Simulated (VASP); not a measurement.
Input of a VASP 6.6.1 run:

File INCAR:

```
PREC = Accurate
ENCUT = 520
EDIFF = 1E-6
ISMEAR = -1
SIGMA = 0.05
LREAL = F
LASPH = T
NELM = 100
ALGO = Normal
ISIF = 2
LWAVE = F
LCHARG = F
GGA = PE
NBANDS = 33
```

The input KPOINTS:

```
regular mesh
0
Gamma
  7 7 10
```

Contents of POSCAR:

```
TiO2
1.0
    4.5940000000      0.0000000000      0.0000000000
    0.0000000000      4.5940000000      0.0000000000
    0.0000000000      0.0000000000      3.0477700000
Ti O
2 4
Direct
    0.0000000000      0.0000000000      0.0000000000
    0.5000000000      0.5000000000      0.5000000000
    0.3060000000      0.3060000000      0.0000000000
    0.1940000000      0.8060000000      0.5000000000
    0.6940000000      0.6940000000      0.0000000000
    0.8060000000      0.1940000000      0.5000000000
```

Potentials or basis: VASP PAW PBE potentials, release 64 (Ti_sv, O).

Launch:

```console
$ cat potpaw_PBE.64/Ti_sv/POTCAR potpaw_PBE.64/O/POTCAR > POTCAR
$ mpirun -np 1 vasp_std > vasp.out
```

**Question.** Estimate the largest force.

**Answer.** 0.111 eV/Å.

**Question.** Predict the band gap on the k mesh.

**Answer.** 1.78 eV, direct.

Forces on the atoms (eV/Å):
```
Ti   0.000  0.000  0.000
Ti   0.000  0.000  0.000
O   -0.078 -0.078  0.000
O    0.078 -0.078  0.000
O    0.078  0.078  0.000
O   -0.078  0.078  0.000
```

Caveat: the cell differs from its parent crystal (zz strain of +3 %). A k mesh can miss the band edges.
